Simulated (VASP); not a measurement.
Li, 2 atoms in the cell. The structure is cubic, space group Im-3m (No. 229). Conventional cell: a = 3.362 Å, b = 3.362 Å, c = 3.362 Å, α = 90.00°, β = 90.00°, γ = 90.00°. Within 3.8 Å of Li (site symmetry m-3m) lie 14 Li at 2.91 to 3.36 Å. 

| Quantity | Value |
| --- | --- |
| Program | VASP 6.6.1 |
| Task | single point |
| Functional | LDA |
| Potentials or basis | VASP PAW LDA potentials, release 64 (Li_sv) |
| Cutoff | 520 eV |
| k mesh | 20 × 20 × 20 |
| Occupations | methfessel-paxton, width 0.1 eV |
| Spin | no spin polarisation |
| Dipole correction | no |
| Further INCAR settings | ALGO = Normal; EDIFF = 1e-06; NBANDS = 10 |

Potentials or basis: VASP PAW LDA potentials, release 64 (Li_sv).

The run is started by

```console
$ cat potpaw_LDA.64/Li_sv/POTCAR > POTCAR
$ mpirun -np 1 vasp_std > vasp.out
```

Hardware: 1 thread of AMD EPYC 9R45 96-Core Processor (Zen 5), with other jobs on the host.

Question: Estimate the wall time of this run.

Answer: It took 27 s on 1 thread of AMD EPYC 9R45 96-Core Processor (Zen 5), with other jobs on the host, peak memory 0.16 GiB. Counts: scf iterations 9, k points 286.
